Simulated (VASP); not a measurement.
# Li in VASP: further runs

Runs on Li. Level: PBEsol. Tasks: electric field gradients.

All numbers are computed with VASP 6.6.1; they aren't measurements. Logs are shortened: lines on timing, memory, paths and dates and some standing lists are left out, and cuts for length are marked.

## (1) The cell of the first run

Symmetry: Fm-3m, No. 225, cubic system. Conventional cell: a = 4.344 Å, b = 4.344 Å, c = 4.344 Å, α = 90.00°, β = 90.00°, γ = 90.00°. Li (site symmetry m-3m) has 12 Li at 3.07 Å within 4.0 Å.

## (2) Electric field gradients, PBEsol (volume scaled by 0.96)

Input file INCAR:

```
PREC = Accurate
ENCUT = 650
EDIFF = 1E-8
ISMEAR = -1
SIGMA = 0.08
LREAL = False
LASPH = True
NELM = 120
ALGO = Normal
ISIF = 2
LWAVE = False
LCHARG = False
GGA = PS
LEFG = True
NBANDS = 8
GGA_COMPAT = False
```

Input file KPOINTS:

```
Automatic mesh
0
Gamma
  13 13 13
```

Input file POSCAR:

```
Li
1.0
    0.0000000000      2.1722395951      2.1722395951
    2.1722395951      0.0000000000      2.1722395951
    2.1722395951      2.1722395951      0.0000000000
Li
1
Direct
    0.0000000000      0.0000000000      0.0000000000
```

Potentials or basis: VASP PAW PBE potentials, release 64 (Li_sv).

On the command line:

```sh
> cat potpaw_PBE.64/Li_sv/POTCAR > POTCAR
> mpirun -np 1 vasp_std > vasp.out
```

OUTCAR:

```text
PREC = Accurate
   ENCUT = 650
   EDIFF = 1E-8
   ISMEAR = -1
   LREAL = False
   LASPH = True
   NELM = 120
   ISIF = 2
   GGA = PS

 ion  position               nearest neighbor table
   1  0.000  0.000  0.000-

  LATTYP: Found a face centered cubic cell.
 ALAT       =     4.3444791902

  Lattice vectors:

 A1 = (   0.0000000000,   2.1722395951,   2.1722395951)
 A2 = (   2.1722395951,   0.0000000000,   2.1722395951)
 A3 = (   2.1722395951,   2.1722395951,   0.0000000000)

Analysis of symmetry for initial positions (statically):
=====================================================================
 Subroutine PRICEL returns:
 Original cell was already a primitive cell.

 Routine SETGRP: Setting up the symmetry group for a
 face centered cubic supercell.

 Subroutine GETGRP returns: Found 48 space group operations
 (whereof 48 operations were pure point group operations)
 out of a pool of 48 trial point group operations.

The static configuration has the point symmetry O_h .

Analysis of symmetry for dynamics (positions and initial velocities):
=====================================================================
 Subroutine PRICEL returns:
 Original cell was already a primitive cell.

 Routine SETGRP: Setting up the symmetry group for a
 face centered cubic supercell.

 Subroutine GETGRP returns: Found 48 space group operations
 (whereof 48 operations were pure point group operations)
 out of a pool of 48 trial point group operations.

The dynamic configuration has the point symmetry O_h .

 Subroutine INISYM returns: Found 48 space group operations
 (whereof 48 operations are pure point group operations),
 and found     1 'primitive' translations

----------------------------------------------------------------------------------------

                                     Primitive cell

  volume of cell :      20.5000

  direct lattice vectors                    reciprocal lattice vectors
     0.000000000  2.172239595  2.172239595    -0.230177187  0.230177187  0.230177187
[... 117 lines left out ...]
  volume of cell :       20.50
 maximum number of plane-waves:       787
 NGX is ok and might be reduce to    28
   NGX = 13   NGY = 13   NGZ = 13

 number of electron       2.9999998 magnetization

 Free energy of the ion-electron system (eV)
  ---------------------------------------------------
  ext. energy  EPLUGINS =         0.00000000
  ---------------------------------------------------
  free energy    TOTEN  =        -1.97118271 eV

  energy without entropy =       -1.95873244  energy(sigma->0) =       -1.96495758

 E-fermi :   0.6157     XC(G=0):  -6.9906

 val. band max:        0.5888500484   @ k =  -0.2308   0.3077   0.0769
 cond. band min:       0.6429568345   @ k =  -0.3846   0.1538   0.0000
 fundamental gap:      0.0541067861
 Fermi energy:         0.6157378418

 k-point     1 :       0.0000    0.0000    0.0000
  band No.  band energies     occupation
      1     -45.3310      2.00000
      2      -2.9487      2.00000
      3      14.8560      0.00000
      4      14.8560      0.00000
      5      14.8560      0.00000
      6      18.6814      0.00000
      7      18.6814      0.00000
      8      18.6814      0.00000
[... 243 lines left out ...]
 k-point    24 :       0.4615    0.1538    0.0000
  band No.  band energies     occupation
      1     -45.3125      2.00000
      2       0.3343      1.94241
      3       4.7215      0.00000
      4      11.3897      0.00000
      5      11.4466      0.00000
      6      14.7922      0.00000
      7      20.1150      0.00000
      8      20.3942      0.00000

 [... further k-points ...]

------------------------ aborting loop because EDIFF is reached ----------------------------------------

  FORCE on cell =-STRESS in cart. coord.  units (eV):
  Direction    XX          YY          ZZ          XY          YZ          ZX
  --------------------------------------------------------------------------------------
  -------------------------------------------------------------------------------------
  Total       -0.0462604     -0.0462604     -0.0462604      0.0000000     -0.0000000     -0.0000000
  in kB       -3.6154880     -3.6154880     -3.6154880      0.0000000     -0.0000000     -0.0000000
  external PRESSURE =      -3.6154880 kB  Pullay stress =       0.0000000 kB

 VOLUME and BASIS-vectors are now :
 -----------------------------------------------------------------------------
  energy-cutoff  :      650.00
  volume of cell :       20.50
      direct lattice vectors                 reciprocal lattice vectors
     0.000000000  2.172239595  2.172239595    -0.230177187  0.230177187  0.230177187
     2.172239595  0.000000000  2.172239595     0.230177187 -0.230177187  0.230177187
     2.172239595  2.172239595  0.000000000     0.230177187  0.230177187 -0.230177187

 POSITION                                       TOTAL-FORCE (eV/Angst)
 -----------------------------------------------------------------------------------
      0.00000      0.00000      0.00000        -0.000000     -0.000000     -0.000000
 -----------------------------------------------------------------------------------
    total drift:                               -0.000000     -0.000000     -0.000000

  FREE ENERGIE OF THE ION-ELECTRON SYSTEM (eV)
  ---------------------------------------------------
  free  energy   TOTEN  =        -1.9711827100 eV

  energy  without entropy=       -1.9587324412  energy(sigma->0) =       -1.96495758

 Electric field gradients (V/A^2)
---------------------------------------------------------------------
 ion       V_xx      V_yy      V_zz      V_xy      V_xz      V_yz
---------------------------------------------------------------------
   1      -0.000    -0.000    -0.000     0.001     0.001     0.001
---------------------------------------------------------------------

 Electric field gradients after diagonalization (V/A^2)
 (convention: |V_zz| > |V_xx| > |V_yy|)
----------------------------------------------------------------------
 ion       V_xx      V_yy      V_zz     asymmetry (V_yy - V_xx)/ V_zz
----------------------------------------------------------------------
   1      -0.001    -0.001     0.002       0.000
----------------------------------------------------------------------

           NMR quadrupolar parameters

 Cq : quadrupolar parameter    Cq=e*Q*V_zz/h
 eta: asymmetry parameters     (V_yy - V_xx)/ V_zz
 Q  : nuclear electric quadrupole moment in mb (millibarn)
----------------------------------------------------------------------
 ion       Cq(MHz)       eta       Q (mb)
----------------------------------------------------------------------
   1       0.000       0.000       1.000
----------------------------------------------------------------------
```

stdout:

```text
POSCAR found type information on POSCAR Li
 POSCAR found :  1 types and       1 ions
 scaLAPACK will be used
 -----------------------------------------------------------------------------
|                                                                             |
|                                                                             |
|     You enforced a specific xc type in the INCAR file but a different       |
|     I HOPE YOU KNOW WHAT YOU ARE DOING!                                     |
|                                                                             |
 -----------------------------------------------------------------------------

 LDA part: xc-table for (Slater+PW92), standard interpolation
 POSCAR, INCAR and KPOINTS ok, starting setup
 FFT: planning ... GRIDC
 FFT: planning ... GRID_SOFT
 FFT: planning ... GRID
 WAVECAR not read
 entering main loop
ion   1
```

Wall time 12 s (1 thread of Intel Xeon Platinum 8559C (Emerald Rapids), shared host); peak memory 0.15 GiB.

What came out:

```
Free energy : -1.9712 eV
Pressure    : -0.4 GPa
```

Levels at points of the mesh, in eV from the Fermi level:
```tsv
k point	band 1	band 2	band 3	band 4	band 5
(0.00, 0.00, 0.00)	-45.95	-3.56	14.24	14.24	14.24
```

Caveat: without QUAD_EFG the Cq values of the log hold for a quadrupole moment of 1 mb, not for the nuclei; the PAW data sets were made with another functional, which shifts forces and pressure a little.

## (3) Electric field gradients, PBEsol (volume scaled by 0.98)

Input file INCAR:

```
  PREC = Accurate
  ENCUT = 650
  EDIFF = 1E-8
  ISMEAR = -1
  SIGMA = 0.08
  LREAL = F
  LASPH = T
  NELM = 120
  ALGO = Normal
  ISIF = 2
  LWAVE = F
  LCHARG = F
  GGA = PS
  LEFG = T
  NBANDS = 8
  GGA_COMPAT = F
```

KPOINTS is that of step 2.

Input file POSCAR:

```
Li
1.0
    0.0000000000      2.1872210312      2.1872210312
    2.1872210312      0.0000000000      2.1872210312
    2.1872210312      2.1872210312      0.0000000000
Li
1
Direct
    0.0000000000      0.0000000000      0.0000000000
```

Potentials or basis: VASP PAW PBE potentials, release 64 (Li_sv).

On the command line:

```sh
> cat potpaw_PBE.64/Li_sv/POTCAR > POTCAR
> mpirun -np 1 vasp_std > vasp.out
```

OUTCAR:

```text
PREC = Accurate
   ENCUT = 650
   EDIFF = 1E-8
   ISMEAR = -1
   LREAL = F
   LASPH = T
   NELM = 120
   ISIF = 2
   GGA = PS

 ion  position               nearest neighbor table
   1  0.000  0.000  0.000-

  LATTYP: Found a face centered cubic cell.
 ALAT       =     4.3744420624

  Lattice vectors:

 A1 = (   0.0000000000,   2.1872210312,   2.1872210312)
 A2 = (   2.1872210312,   0.0000000000,   2.1872210312)
 A3 = (   2.1872210312,   2.1872210312,   0.0000000000)

Analysis of symmetry for initial positions (statically):
=====================================================================
 Subroutine PRICEL returns:
 Original cell was already a primitive cell.

 Routine SETGRP: Setting up the symmetry group for a
 face centered cubic supercell.

 Subroutine GETGRP returns: Found 48 space group operations
 (whereof 48 operations were pure point group operations)
 out of a pool of 48 trial point group operations.

The static configuration has the point symmetry O_h .

Analysis of symmetry for dynamics (positions and initial velocities):
=====================================================================
 Subroutine PRICEL returns:
 Original cell was already a primitive cell.

 Routine SETGRP: Setting up the symmetry group for a
 face centered cubic supercell.

 Subroutine GETGRP returns: Found 48 space group operations
 (whereof 48 operations were pure point group operations)
 out of a pool of 48 trial point group operations.

The dynamic configuration has the point symmetry O_h .

 Subroutine INISYM returns: Found 48 space group operations
 (whereof 48 operations are pure point group operations),
 and found     1 'primitive' translations

----------------------------------------------------------------------------------------

                                     Primitive cell

  volume of cell :      20.9271

  direct lattice vectors                    reciprocal lattice vectors
     0.000000000  2.187221031  2.187221031    -0.228600582  0.228600582  0.228600582
     2.187221031  0.000000000  2.187221031     0.228600582 -0.228600582  0.228600582
     2.187221031  2.187221031  0.000000000     0.228600582  0.228600582 -0.228600582

  length of vectors
     3.093197646  3.093197646  3.093197646     0.395947822  0.395947822  0.395947822

  position of ions in fractional coordinates (direct lattice)
     0.000000000  0.000000000  0.000000000

  ion indices of the primitive-cell ions
   primitive index   ion index
                 1           1

----------------------------------------------------------------------------------------

 KPOINTS: Automatic mesh

Automatic generation of k-mesh.
 Grid dimensions read from file:
 generate k-points for:   13   13   13

 Generating k-lattice:

  Cartesian coordinates                     Fractional coordinates (reciprocal lattice)
    -0.017584660  0.017584660  0.017584660     0.076923077  0.000000000  0.000000000
[... 65 lines left out ...]
   ISIF   =      2    stress and relaxation
   ISYM   =      2    0-nonsym 1-usesym 2-fastsym
   POTIM  = 0.5000    time-step for ionic-motion
   TEBEG  =    0.0;   TEEND  =   0.0 temperature during run
   PSTRESS=    0.0 pullay stress
   NELECT =       3.0000    total number of electrons
   NUPDOWN=      -1.0000    fix difference up-down
   EMIN   =  10.00;   EMAX   =-10.00  energy-range for DOS
   EFERMI =   0.00;   METHOD = LEGACY
   ISMEAR =    -1;   SIGMA  =   0.08  broadening in eV -4-tet -1-fermi 0-gaus
   EFERMI_NEDOS =   21; number of points for ismear=-14 and -15
   IALGO  =     38    algorithm
   IMIX   =      4    mixing-type and parameters
     AMIX     =   0.40;   BMIX     =  1.00
     AMIX_MAG =   1.60;   BMIX_MAG =  1.00
  volume/ion in A,a.u.               =      20.93       141.22
  Fermi-wavevector in a.u.,A,eV,Ry     =   0.856800  1.619116  9.988112  0.734106
  Thomas-Fermi vector in A             =   1.973756
   LORBIT       =      0    0 simple, 1 ext, 2 COOP (PROOUT), +10 PAW based schemes
   GGA     = PS    functional components
   LHFCALC =     F    Hartree Fock is set to
   AEXX    =    0.0000 exact exchange contribution
   IVDW    =     0    specifies the selected vdW correction
   LEPSILON=     F    determine dielectric tensor
   LRPA    =     F    only Hartree local field effects (RPA)
 non-spin polarized calculation
  energy-cutoff  :      650.00
  volume of cell :       20.93
 maximum number of plane-waves:       809
 NGX is ok and might be reduce to    28
   NGX = 13   NGY = 13   NGZ = 13

 number of electron       2.9999998 magnetization

 Free energy of the ion-electron system (eV)
  ---------------------------------------------------
  ext. energy  EPLUGINS =         0.00000000
  ---------------------------------------------------
  free energy    TOTEN  =        -1.97043475 eV

  energy without entropy =       -1.95795074  energy(sigma->0) =       -1.96419274

 E-fermi :   0.5594     XC(G=0):  -6.9407

 val. band max:        0.5303803186   @ k =  -0.2308   0.3077   0.0769
 cond. band min:       0.5885199361   @ k =  -0.3846   0.1538   0.0000
 fundamental gap:      0.0581396175
 Fermi energy:         0.5594154522

 k-point     1 :       0.0000    0.0000    0.0000
  band No.  band energies     occupation
      1     -45.4225      2.00000
      2      -2.9773      2.00000
      3      14.5961      0.00000
      4      14.5961      0.00000
      5      14.5961      0.00000
      6      18.3881      0.00000
      7      18.3881      0.00000
      8      18.3881      0.00000
[... 243 lines left out ...]
 k-point    24 :       0.4615    0.1538    0.0000
  band No.  band energies     occupation
      1     -45.4056      2.00000
      2       0.2811      1.94019
      3       4.5979      0.00000
      4      11.1846      0.00000
      5      11.2358      0.00000
      6      14.5374      0.00000
      7      19.7984      0.00000
      8      20.0626      0.00000

 [... further k-points ...]

------------------------ aborting loop because EDIFF is reached ----------------------------------------

  FORCE on cell =-STRESS in cart. coord.  units (eV):
  Direction    XX          YY          ZZ          XY          YZ          ZX
  --------------------------------------------------------------------------------------
  -------------------------------------------------------------------------------------
  Total       -0.0803119     -0.0803119     -0.0803119      0.0000000      0.0000000      0.0000000
  in kB       -6.1486907     -6.1486907     -6.1486907      0.0000000      0.0000000      0.0000000
  external PRESSURE =      -6.1486907 kB  Pullay stress =       0.0000000 kB

 VOLUME and BASIS-vectors are now :
 -----------------------------------------------------------------------------
  energy-cutoff  :      650.00
  volume of cell :       20.93
      direct lattice vectors                 reciprocal lattice vectors
     0.000000000  2.187221031  2.187221031    -0.228600582  0.228600582  0.228600582
     2.187221031  0.000000000  2.187221031     0.228600582 -0.228600582  0.228600582
     2.187221031  2.187221031  0.000000000     0.228600582  0.228600582 -0.228600582

 POSITION                                       TOTAL-FORCE (eV/Angst)
 -----------------------------------------------------------------------------------
      0.00000      0.00000      0.00000         0.000000     -0.000000     -0.000000
 -----------------------------------------------------------------------------------
    total drift:                               -0.000000     -0.000000     -0.000000

  FREE ENERGIE OF THE ION-ELECTRON SYSTEM (eV)
  ---------------------------------------------------
  free  energy   TOTEN  =        -1.9704347473 eV

  energy  without entropy=       -1.9579507368  energy(sigma->0) =       -1.96419274

 Electric field gradients (V/A^2)
---------------------------------------------------------------------
 ion       V_xx      V_yy      V_zz      V_xy      V_xz      V_yz
---------------------------------------------------------------------
   1       0.000    -0.000    -0.000     0.002     0.002     0.002
---------------------------------------------------------------------

 Electric field gradients after diagonalization (V/A^2)
 (convention: |V_zz| > |V_xx| > |V_yy|)
----------------------------------------------------------------------
 ion       V_xx      V_yy      V_zz     asymmetry (V_yy - V_xx)/ V_zz
----------------------------------------------------------------------
   1      -0.002    -0.002     0.003       0.000
----------------------------------------------------------------------

           NMR quadrupolar parameters

 Cq : quadrupolar parameter    Cq=e*Q*V_zz/h
 eta: asymmetry parameters     (V_yy - V_xx)/ V_zz
 Q  : nuclear electric quadrupole moment in mb (millibarn)
----------------------------------------------------------------------
 ion       Cq(MHz)       eta       Q (mb)
----------------------------------------------------------------------
   1       0.000       0.000       1.000
----------------------------------------------------------------------
```

OSZICAR:

```text
N       E                     dE             d eps       ncg     rms          rms(c)
DAV:   1     0.453710605367E-01    0.45371E-01   -0.81084E+02  1344   0.298E+02
DAV:   2    -0.192581323533E+01   -0.19712E+01   -0.19295E+01  1952   0.373E+01
DAV:   3    -0.197210396734E+01   -0.46291E-01   -0.46262E-01  1560   0.427E+00
DAV:   4    -0.197308011577E+01   -0.97615E-03   -0.97613E-03  2168   0.473E-01
DAV:   5    -0.197308125436E+01   -0.11386E-05   -0.11386E-05  1608   0.157E-02    0.391E-01
DAV:   6    -0.197135713114E+01    0.17241E-02   -0.62313E-04  2008   0.113E-01    0.218E-01
DAV:   7    -0.197042198007E+01    0.93515E-03   -0.13341E-03  1760   0.171E-01    0.270E-02
DAV:   8    -0.197043655714E+01   -0.14577E-04   -0.15008E-04  1632   0.663E-02    0.436E-03
DAV:   9    -0.197043547354E+01    0.10836E-05   -0.18217E-06  1904   0.854E-03    0.627E-04
DAV:  10    -0.197043487954E+01    0.59400E-06   -0.61215E-08  1640   0.175E-03    0.707E-05
DAV:  11    -0.197043477028E+01    0.10926E-06   -0.26565E-09  1568   0.499E-04    0.456E-05
DAV:  12    -0.197043475310E+01    0.17176E-07   -0.47658E-10   912   0.134E-04    0.215E-05
DAV:  13    -0.197043474730E+01    0.58071E-08   -0.60283E-11   784   0.764E-05
   1 F= -.19704347E+01 E0= -.19641927E+01  d E =-.124840E-01
```

Run time: 11 s. Hardware: 1 thread of Intel Xeon Platinum 8559C (Emerald Rapids), shared host; peak memory 0.15 GiB.

Results:

| Quantity | Value |
| --- | --- |
| Free energy | -1.9704 eV |
| Pressure | -0.6 GPa |

Caveat: without QUAD_EFG the Cq values of the log hold for a quadrupole moment of 1 mb, not for the nuclei; the PAW data sets were made with another functional, which shifts forces and pressure a little.

[end of part 1 of 2]
